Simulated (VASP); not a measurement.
Crystal: SrTiO3.

```
CELL_PARAMETERS angstrom
3.90500 0.00000 0.00000
0.00000 3.90500 0.00000
0.00000 0.00000 3.90500
ATOMIC_POSITIONS crystal
Sr 0.00000 0.00000 0.00000
Ti 0.50000 0.50000 0.50000
O 0.00000 0.50000 0.50000
O 0.50000 0.50000 0.00000
O 0.50000 0.00000 0.50000
```

Base run:

| Item | Value |
| --- | --- |
| Program | VASP 6.6.1 |
| Functional | PBE |
| Potentials or basis | VASP PAW PBE potentials, release 64 (Sr_sv, Ti_sv, O) |
| Cutoff | 520 eV |
| k mesh | 4 × 4 × 4 |
| Occupations | gaussian, width 0.05 eV |
| Spin | no spin polarisation |

Its results: band gap on the k mesh 1.84 eV, indirect (least direct gap 2.19 eV); pressure 5.0 GPa.

The run is repeated on the same cell with these changes: functional from PBE to PBE0; dispersion from none to D4. What comes out?

Band gap on the k mesh 4.05 eV, indirect (least direct gap 4.43 eV); pressure -3.8 GPa.

Several settings changed at once, so the effect can't be laid on one alone.

Caveats: the PAW data sets were made with another functional, which shifts forces and pressure a little (some runs).

A k mesh can miss the band edges.
